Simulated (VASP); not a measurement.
# Hf2TaN4 (C2/m) in VASP: single point with PBE

Aim: the single point of Hf2TaN4 with PBE.

All numbers are computed with VASP 6.6.1; they aren't measurements. Logs are shortened: lines on timing, memory, paths and dates and some standing lists are left out, and cuts for length are marked.

## 1. The cell of the first run

The structure is monoclinic, space group C2/m (No. 12). Conventional cell: a = 9.692 Å, b = 3.034 Å, c = 5.473 Å, α = 90.00°, β = 105.78°, γ = 90.00°. Within 2.7 Å of Hf (site symmetry m) lie 6 N at 2.02 to 2.27 Å. Within 2.6 Å of Ta (site symmetry 2/m) lie 6 N at 1.99 to 2.10 Å. Within 2.6 Å of N (site symmetry m) lie 1 Ta at 1.99 Å and 3 Hf at 2.02 to 2.16 Å. N (site symmetry m) has 2 Ta at 2.10 Å and 3 Hf at 2.12 to 2.27 Å and 10 N at 2.89 to 3.03 Å within 3.1 Å.

## 2. Single point, PBE (11.06 Å³/atom)

Input file INCAR:

```
SYSTEM = Hf2TaN4
ALGO = Normal
EDIFF = 1E-6
ENCUT = 600
GGA = PE
GGA_COMPAT = .FALSE.
ISIF = 2
ISMEAR = 0
LASPH = .TRUE.
LCHARG = .TRUE.
LELF = .TRUE.
LREAL = .FALSE.
LVHAR = .TRUE.
LWAVE = .FALSE.
NBANDS = 34
NELM = 120
PREC = Accurate
SIGMA = 0.1
```

Input file KPOINTS:

```
k-points
0
G
  10 10 6
  0 0 0
```

Input file POSCAR:

```
Hf2TaN4
1.0
    4.8461182316     -1.5170644367     -0.0333013853
    4.8461182316      1.5170644367     -0.0333013853
   -1.4520022332      0.0000000000      5.2769720528
Hf Ta N
2 1 4
Direct
    0.2194301551      0.2194301551      0.2252825251
    0.7805698449      0.7805698449      0.7747174749
    0.0000000000      0.0000000000      0.5000000000
    0.1376329991      0.1376329991      0.8444835287
    0.6196316481      0.6196316481      0.3868787370
    0.8623670009      0.8623670009      0.1555164713
    0.3803683519      0.3803683519      0.6131212630
```

Potentials or basis: VASP PAW PBE potentials, release 64 (Hf_pv, Ta_pv, N).

Run with:

```sh
> cat potpaw_PBE.64/Hf_pv/POTCAR potpaw_PBE.64/Ta_pv/POTCAR potpaw_PBE.64/N/POTCAR > POTCAR
> mpirun -np 1 vasp_std > vasp.out
```

OUTCAR:

```text
SYSTEM = Hf2TaN4
   EDIFF = 1E-6
   ENCUT = 600
   GGA = PE
   ISIF = 2
   ISMEAR = 0
   LASPH = .TRUE.
   LREAL = .FALSE.
   NELM = 120
   PREC = Accurate

 ion  position               nearest neighbor table
   1  0.219  0.219  0.225-   4 2.02   5 2.12   5 2.12   6 2.16   6 2.16   7 2.27   3 2.92   2 3.09
                             2 3.09   3 3.12   3 3.12   2 3.28   2 3.28
   2  0.781  0.781  0.775-   6 2.02   7 2.12   7 2.12   4 2.16   4 2.16   5 2.27   3 2.92   1 3.09
                             1 3.09   3 3.12   3 3.12   1 3.28   1 3.28
   3  0.000  0.000  0.500-   4 1.99   6 1.99   5 2.10   5 2.10   7 2.10   7 2.10   1 2.92   2 2.92
                             1 3.12   2 3.12   1 3.12   2 3.12
   4  0.138  0.138  0.844-   3 1.99   1 2.02   2 2.16   2 2.16
   5  0.620  0.620  0.387-   3 2.10   3 2.10   1 2.12   1 2.12   2 2.27
   6  0.862  0.862  0.156-   3 1.99   2 2.02   1 2.16   1 2.16
   7  0.380  0.380  0.613-   3 2.10   3 2.10   2 2.12   2 2.12   1 2.27

  LATTYP: Found a base centered monoclinic cell.
 ALAT       =     9.6924652998
 B/A-ratio  =     0.3130399521
 C/A-ratio  =     0.5646749930
 COS(beta)  =    -0.2719174091

  Lattice vectors:

 A1 = (   4.8461182316,  -1.5170644367,  -0.0333013853)
 A2 = (   4.8461182316,   1.5170644367,  -0.0333013853)
 A3 = (  -1.4520022332,   0.0000000000,   5.2769720528)

Analysis of symmetry for initial positions (statically):
=====================================================================
 Subroutine PRICEL returns:
 Original cell was already a primitive cell.

 Routine SETGRP: Setting up the symmetry group for a
 base centered monoclinic supercell.

 Subroutine GETGRP returns: Found  4 space group operations
 (whereof  4 operations were pure point group operations)
 out of a pool of  4 trial point group operations.

The static configuration has the point symmetry C_2h.

Analysis of symmetry for dynamics (positions and initial velocities):
=====================================================================
 Subroutine PRICEL returns:
 Original cell was already a primitive cell.

 Routine SETGRP: Setting up the symmetry group for a
 base centered monoclinic supercell.

 Subroutine GETGRP returns: Found  4 space group operations
 (whereof  4 operations were pure point group operations)
 out of a pool of  4 trial point group operations.

The dynamic configuration has the point symmetry C_2h.

[... 111 lines left out ...]
   NSW    =      0    number of steps for IOM
   IBRION =     -1    ionic relax: 0-MD 1-quasi-New 2-CG
   NFREE  =      0    steps in history (QN), initial steepest desc. (CG)
   ISIF   =      2    stress and relaxation
   ISYM   =      2    0-nonsym 1-usesym 2-fastsym
   POTIM  = 0.5000    time-step for ionic-motion
   TEBEG  =    0.0;   TEEND  =   0.0 temperature during run
   PSTRESS=    0.0 pullay stress
   NELECT =      51.0000    total number of electrons
   NUPDOWN=      -1.0000    fix difference up-down
   EMIN   =  10.00;   EMAX   =-10.00  energy-range for DOS
   EFERMI =   0.00;   METHOD = LEGACY
   ISMEAR =     0;   SIGMA  =   0.10  broadening in eV -4-tet -1-fermi 0-gaus
   EFERMI_NEDOS =   21; number of points for ismear=-14 and -15
   IALGO  =     38    algorithm
   IMIX   =      4    mixing-type and parameters
     AMIX     =   0.40;   BMIX     =  1.00
     AMIX_MAG =   1.60;   BMIX_MAG =  1.00
  volume/ion in A,a.u.               =      11.06        74.66
  Fermi-wavevector in a.u.,A,eV,Ry     =   1.424299  2.691535 27.601167  2.028629
  Thomas-Fermi vector in A             =   2.544805
   LORBIT       =      0    0 simple, 1 ext, 2 COOP (PROOUT), +10 PAW based schemes
   GGA     = PE    functional components
   LHFCALC =     F    Hartree Fock is set to
   AEXX    =    0.0000 exact exchange contribution
   IVDW    =     0    specifies the selected vdW correction
   LEPSILON=     F    determine dielectric tensor
   LRPA    =     F    only Hartree local field effects (RPA)
 non-spin polarized calculation
 Gauss-broadening in eV      SIGMA  =   0.10
  energy-cutoff  :      600.00
  volume of cell :       77.44
 maximum number of plane-waves:      2610
 NGX is ok and might be reduce to    42
   NGX = 21   NGY = 21   NGZ = 21

 number of electron      50.9999998 magnetization

 Free energy of the ion-electron system (eV)
  ---------------------------------------------------
  ext. energy  EPLUGINS =         0.00000000
  ---------------------------------------------------
  free energy    TOTEN  =       -74.35651945 eV

  energy without entropy =      -74.35240733  energy(sigma->0) =      -74.35446339

 E-fermi :   7.1050     XC(G=0): -12.3604

 val. band max:        7.0961431427   @ k =  -0.3000   0.2000   0.5000
 cond. band min:       7.1060532687   @ k =   0.4000   0.1000   0.5000
 fundamental gap:      0.0099101260
 Fermi energy:         7.1050308953

 k-point     1 :       0.0000    0.0000    0.0000
  band No.  band energies     occupation
      1     -28.4865      2.00000
      2     -28.2783      2.00000
      3     -28.0027      2.00000
      4     -24.2683      2.00000
      5     -23.8092      2.00000
      6     -23.7104      2.00000
[... 877 lines left out ...]
     33      11.5756      0.00000
     34      12.1703      0.00000

 [... further k-points ...]

------------------------ aborting loop because EDIFF is reached ----------------------------------------

  FORCE on cell =-STRESS in cart. coord.  units (eV):
  Direction    XX          YY          ZZ          XY          YZ          ZX
  --------------------------------------------------------------------------------------
  -------------------------------------------------------------------------------------
  Total       17.7297951     17.7652611     17.8953073      0.0000000      0.0000000      0.0881481
  in kB      366.7950176    367.5287396    370.2191423      0.0000000      0.0000000      1.8236139
  external PRESSURE =     368.1809665 kB  Pullay stress =       0.0000000 kB

 VOLUME and BASIS-vectors are now :
 -----------------------------------------------------------------------------
  energy-cutoff  :      600.00
  volume of cell :       77.44
      direct lattice vectors                 reciprocal lattice vectors
     4.846118232 -1.517064437 -0.033301385     0.103370817 -0.329583891  0.028443330
     4.846118232  1.517064437 -0.033301385     0.103370817  0.329583891  0.028443330
    -1.452002233  0.000000000  5.276972053     0.001304684  0.000000000  0.189861609

 POSITION                                       TOTAL-FORCE (eV/Angst)
 -----------------------------------------------------------------------------------
      1.79966      0.00000      1.17419         0.049637      0.000000      0.032753
      6.44058      0.00000      4.03617        -0.049637      0.000000     -0.032753
     -0.72600      0.00000      2.63849         0.000000      0.000000     -0.000000
      0.10778      0.00000      4.44715         0.145162      0.000000      0.075302
      5.44387      0.00000      2.00028         0.155786      0.000000     -0.004693
      8.13245      0.00000      0.76322        -0.145162      0.000000     -0.075302
      2.79637      0.00000      3.21009        -0.155786      0.000000      0.004693
 -----------------------------------------------------------------------------------
    total drift:                                0.000000     -0.000000      0.000000

  FREE ENERGIE OF THE ION-ELECTRON SYSTEM (eV)
  ---------------------------------------------------
  free  energy   TOTEN  =       -74.3565194522 eV

  energy  without entropy=      -74.3524073295  energy(sigma->0) =      -74.35446339
```

OSZICAR:

```text
N       E                     dE             d eps       ncg     rms          rms(c)
DAV:   1     0.374135800132E+03    0.37414E+03   -0.30583E+04 11760   0.168E+03
DAV:   2    -0.626956239611E+02   -0.43683E+03   -0.42052E+03 14334   0.447E+02
DAV:   3    -0.875234278700E+02   -0.24828E+02   -0.24602E+02 14554   0.976E+01
DAV:   4    -0.879039782580E+02   -0.38055E+00   -0.37964E+00 14560   0.127E+01
DAV:   5    -0.879104504594E+02   -0.64722E-02   -0.64679E-02 14652   0.149E+00    0.103E+02
DAV:   6    -0.744993042548E+02    0.13411E+02   -0.67043E+01 14224   0.419E+01    0.702E+01
DAV:   7    -0.744524947700E+02    0.46809E-01   -0.48565E+00 14340   0.124E+01    0.374E+01
DAV:   8    -0.743860963654E+02    0.66398E-01   -0.62269E-01 14088   0.551E+00    0.105E+01
DAV:   9    -0.743569982019E+02    0.29098E-01   -0.12329E-01 14052   0.211E+00    0.254E+00
DAV:  10    -0.743567406641E+02    0.25754E-03   -0.13942E-02 14328   0.715E-01    0.769E-01
DAV:  11    -0.743565141522E+02    0.22651E-03   -0.27515E-03 14306   0.307E-01    0.120E-01
DAV:  12    -0.743565203214E+02   -0.61692E-05   -0.26717E-04 14076   0.102E-01    0.102E-01
DAV:  13    -0.743565165088E+02    0.38126E-05   -0.34617E-05 14538   0.311E-02    0.199E-02
DAV:  14    -0.743565189583E+02   -0.24495E-05   -0.61445E-06 14062   0.152E-02    0.991E-03
DAV:  15    -0.743565194522E+02   -0.49385E-06   -0.96605E-07  8914   0.626E-03
   1 F= -.74356519E+02 E0= -.74354463E+02  d E =-.411212E-02
```

stdout:

```text
POSCAR found type information on POSCAR HfTaN
 POSCAR found :  3 types and       7 ions
 scaLAPACK will be used
 LDA part: xc-table for (Slater+PW92), standard interpolation
 POSCAR, INCAR and KPOINTS ok, starting setup
 FFT: planning ... GRIDC
 FFT: planning ... GRID_SOFT
 FFT: planning ... GRID
 WAVECAR not read
 entering main loop
```

Run time: 19 min. Hardware: 1 thread of Oxide Virtual Turin-like, shared host; peak memory 0.62 GiB.

What came out:

```yaml
Free_energy: -74.3565 eV
Pressure: 36.8 GPa
Largest_force: 0.164 eV/Å
Band_gap_on_the_k_mesh: zero (an odd number of electrons rules out a gap without spin polarisation)
```

Forces in eV/Å, atoms in the order of the input:
```
Hf   0.050  0.000  0.033
Hf  -0.050  0.000 -0.033
Ta   0.000  0.000  0.000
N    0.145  0.000  0.075
N    0.156  0.000 -0.005
N   -0.145  0.000 -0.075
N   -0.156  0.000  0.005
```

Caveat: the cell stands under pressure; spin-orbit coupling is left out, which moves the levels of the heavy elements; an odd number of electrons without spin polarisation forces a metal; a magnetic or distorted state may lie lower.
